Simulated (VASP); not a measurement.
# MgSn5 (P-62m) in VASP: a series of runs, part 2 of 2

VASP 6.6.1.

**3. Single point, PBEsol**

Input file INCAR:

```
SYSTEM = MgSn5
  ALGO = Normal
  EDIFF = 1E-6
  ENCUT = 520
  GGA = PS
  ISIF = 2
  ISMEAR = -1
  LASPH = .True.
  LCHARG = .False.
  LREAL = .False.
  LWAVE = .False.
  NBANDS = 45
  NELM = 80
  PREC = Accurate
  SIGMA = 0.05
```

Input file KPOINTS:

```
k-points
0
Gamma
  5 5 4
  0 0 0
```

Input file POSCAR:

```
MgSn5
1.0
    5.6501780000      0.0000000000      0.0000000000
   -2.8250890000      4.8931980000      0.0000000000
    0.0000000000      0.0000000000      5.6172030000
Mg Sn
1 5
Direct
    0.0000000000      0.0000000000      0.5000000000
    0.6700040000      0.0000000000      0.0000000000
    0.3299960000      0.3299960000      0.0000000000
    0.0000000000      0.6700040000      0.0000000000
    0.6666666667      0.3333333333      0.5000000000
    0.3333333333      0.6666666667      0.5000000000
```

Potentials or basis: VASP PAW PBE potentials, release 64 (Mg, Sn_d).

Command:

```bash
$ cat potpaw_PBE.64/Mg/POTCAR potpaw_PBE.64/Sn_d/POTCAR > POTCAR
$ mpirun -np 1 vasp_std > vasp.out
```

OUTCAR:

```text
SYSTEM = MgSn5
   EDIFF = 1E-6
   ENCUT = 520
   GGA = PS
   ISIF = 2
   ISMEAR = -1
   LASPH = .True.
   LREAL = .False.
   NELM = 80
   PREC = Accurate

 ion  position               nearest neighbor table
   1  0.000  0.000  0.500-   5 3.26   6 3.26   5 3.26   6 3.26   5 3.26   6 3.26   2 3.37   2 3.37
                             3 3.37   4 3.37   4 3.37   3 3.37
   2  0.670  0.000  0.000-   3 3.23   4 3.23   3 3.28   4 3.28   3 3.28   4 3.28   1 3.37   1 3.37
                             5 3.39   5 3.39   6 3.39   6 3.39
   3  0.330  0.330  0.000-   2 3.23   4 3.23   2 3.28   4 3.28   4 3.28   2 3.28   1 3.37   1 3.37
                             5 3.39   5 3.39   6 3.39   6 3.39
   4  0.000  0.670  0.000-   2 3.23   3 3.23   2 3.28   3 3.28   3 3.28   2 3.28   1 3.37   1 3.37
                             6 3.39   6 3.39   5 3.39   5 3.39
   5  0.667  0.333  0.500-   1 3.26   6 3.26   1 3.26   6 3.26   6 3.26   1 3.26   3 3.39   3 3.39
                             2 3.39   2 3.39   4 3.39   4 3.39
   6  0.333  0.667  0.500-   1 3.26   5 3.26   1 3.26   5 3.26   5 3.26   1 3.26   4 3.39   4 3.39
                             2 3.39   2 3.39   3 3.39   3 3.39

  LATTYP: Found a hexagonal cell.
 ALAT       =     5.6501780000
 C/A-ratio  =     0.9941639007

[... 183 lines left out ...]
 Fermi energy:         7.3628231032

 k-point     1 :       0.0000    0.0000    0.0000
  band No.  band energies     occupation
      1     -14.0074      2.00000
      2     -14.0043      2.00000
      3     -14.0043      2.00000
      4     -13.9802      2.00000
      5     -13.9802      2.00000
      6     -13.9413      2.00000
[... 709 lines left out ...]
     44      11.5320      0.00000
     45      11.6278      0.00000

------------------------ aborting loop because EDIFF is reached ----------------------------------------

  FORCE on cell =-STRESS in cart. coord.  units (eV):
  Direction    XX          YY          ZZ          XY          YZ          ZX
  --------------------------------------------------------------------------------------
  -------------------------------------------------------------------------------------
  Total        0.4716727      0.4716728     -3.3227582      0.0000000      0.0000000      0.0000000
  in kB        4.8660470      4.8660477    -34.2794846      0.0000000      0.0000000      0.0000000
  external PRESSURE =      -8.1824633 kB  Pullay stress =       0.0000000 kB

 VOLUME and BASIS-vectors are now :
 -----------------------------------------------------------------------------
  energy-cutoff  :      520.00
  volume of cell :      155.30
      direct lattice vectors                 reciprocal lattice vectors
     5.650178000  0.000000000  0.000000000     0.176985575  0.102182663  0.000000000
    -2.825089000  4.893198000  0.000000000     0.000000000  0.204365325  0.000000000
     0.000000000  0.000000000  5.617203000     0.000000000  0.000000000  0.178024544

 POSITION                                       TOTAL-FORCE (eV/Angst)
 -----------------------------------------------------------------------------------
      0.00000      0.00000      2.80860        -0.000000     -0.000000     -0.000000
      3.78564      0.00000      0.00000         0.057379     -0.000000     -0.000000
      0.93227      1.61474      0.00000        -0.028690     -0.049692     -0.000000
     -1.89282      3.27846      0.00000        -0.028690      0.049692      0.000000
      2.82509      1.63107      2.80860        -0.000000     -0.000000     -0.000000
     -0.00000      3.26213      2.80860        -0.000000     -0.000000     -0.000000
 -----------------------------------------------------------------------------------
    total drift:                               -0.000000     -0.000000      0.000000

  FREE ENERGIE OF THE ION-ELECTRON SYSTEM (eV)
  ---------------------------------------------------
  free  energy   TOTEN  =       -23.0628356431 eV

  energy  without entropy=      -23.0241867998  energy(sigma->0) =      -23.04351122
```

OSZICAR:

```text
N       E                     dE             d eps       ncg     rms          rms(c)
DAV:   1     0.755393542494E+03    0.75539E+03   -0.35558E+04  1407   0.243E+03
DAV:   2     0.903703294989E+02   -0.66502E+03   -0.65406E+03  1350   0.634E+02
DAV:   3    -0.170459990672E+02   -0.10742E+03   -0.10534E+03  1462   0.210E+02
DAV:   4    -0.231034716501E+02   -0.60575E+01   -0.59915E+01  1549   0.527E+01
DAV:   5    -0.232807503523E+02   -0.17728E+00   -0.17708E+00  1652   0.938E+00    0.344E+00
DAV:   6    -0.231132950417E+02    0.16746E+00   -0.19570E-01  1625   0.683E+00    0.189E+00
DAV:   7    -0.230660186142E+02    0.47276E-01   -0.22337E-01  1520   0.457E+00    0.473E-01
DAV:   8    -0.230636752182E+02    0.23434E-02   -0.19520E-02  1591   0.189E+00    0.215E-01
DAV:   9    -0.230628558613E+02    0.81936E-03   -0.35803E-03  1830   0.541E-01    0.381E-02
DAV:  10    -0.230628408357E+02    0.15026E-04   -0.21512E-04  1614   0.113E-01    0.154E-02
DAV:  11    -0.230628352692E+02    0.55665E-05   -0.25459E-05  1761   0.355E-02    0.368E-03
DAV:  12    -0.230628356431E+02   -0.37394E-06   -0.46924E-06  1352   0.300E-02
   1 F= -.23062836E+02 E0= -.23043511E+02  d E =-.386488E-01
```

It used 190 s of CPU time on 1 thread of AMD EPYC 7R13 Processor (Zen 3), with other jobs on the host.

Results:

- Free energy: -23.0628 eV
- Pressure: -0.8 GPa
- Largest force: 0.057 eV/Å
- Band gap on the k mesh: zero (band 36 reaches 8.76 eV, above the bottom of band 37 at 5.96 eV)

Forces in eV/Å, atoms in the order of the input:
```
Mg   0.000  0.000  0.000
Sn   0.057  0.000  0.000
Sn  -0.029 -0.050  0.000
Sn  -0.029  0.050  0.000
Sn   0.000  0.000  0.000
Sn   0.000  0.000  0.000
```

Caveat: the PAW data sets were made with another functional, which shifts forces and pressure a little; spin-orbit coupling is left out, which moves the levels of the heavy elements.

**4. Single point, PBEsol**

Input file INCAR:

```
PREC = Accurate
ENCUT = 520
EDIFF = 1E-6
ISMEAR = -1
SIGMA = 0.05
LREAL = False
LASPH = True
NELM = 100
ALGO = Normal
ISIF = 2
LWAVE = False
LCHARG = True
GGA = PS
LELF = True
LVHAR = True
NBANDS = 45
```

Input file KPOINTS:

```
Automatic mesh
0
Gamma
  6 6 5
```

POSCAR is that of step 3.

Command:

```bash
$ cat potpaw_PBE.64/Mg/POTCAR potpaw_PBE.64/Sn_d/POTCAR > POTCAR
$ mpirun -np 1 vasp_std > vasp.out
```

It used 180 s of CPU time on 1 thread of AMD EPYC 7R13 Processor (Zen 3), on a shared host.

Results (log left out):

```
Free energy            : -23.1424 eV
Pressure               : -1.2 GPa
Largest force          : 0.047 eV/Å
Band gap on the k mesh : zero (band 36 reaches 8.73 eV, above the bottom of band 37 at 6.24 eV)
```

Forces in eV/Å, atoms in the order of the input:
```
Mg   0.000  0.000  0.000
Sn   0.047  0.000  0.000
Sn  -0.024 -0.041  0.000
Sn  -0.024  0.041  0.000
Sn   0.000  0.000  0.000
Sn   0.000  0.000  0.000
```

Levels at points of the mesh, in eV from the Fermi level:
```csv
k point,band 34,band 35,band 36,band 37,band 38,band 39,band 40,band 41
"(0.00, 0.00, 0.00)",-2.75,-0.47,-0.18,-0.18,0.96,0.97,0.97,1.10
"(0.50, 0.00, 0.00)",-1.54,-1.17,-0.34,0.48,0.79,1.40,1.54,1.98
```

Caveat: the PAW data sets were made with another functional, which shifts forces and pressure a little; spin-orbit coupling is left out, which moves the levels of the heavy elements.

**5. Overview**

```csv
k mesh,gap on the mesh (eV),pressure (GPa),largest force (eV/Å)
4 × 4 × 3,none,-0.7,0.06
5 × 5 × 4,none,-0.8,0.06
6 × 6 × 5,none,-1.2,0.05
```

Alike in all rows: task single point; level PBEsol; potentials or basis VASP PAW PBE potentials, release 64 (Mg, Sn_d); no spin polarisation; cell as given; cutoff (eV) 520; smearing fermi-dirac 0.05 eV.

Caveats: some runs use coarse meshes; the PAW data sets were made with another functional, which shifts forces and pressure a little; spin-orbit coupling is left out, which moves the levels of the heavy elements.

Absolute energies hang on the potentials; compare differences alone.
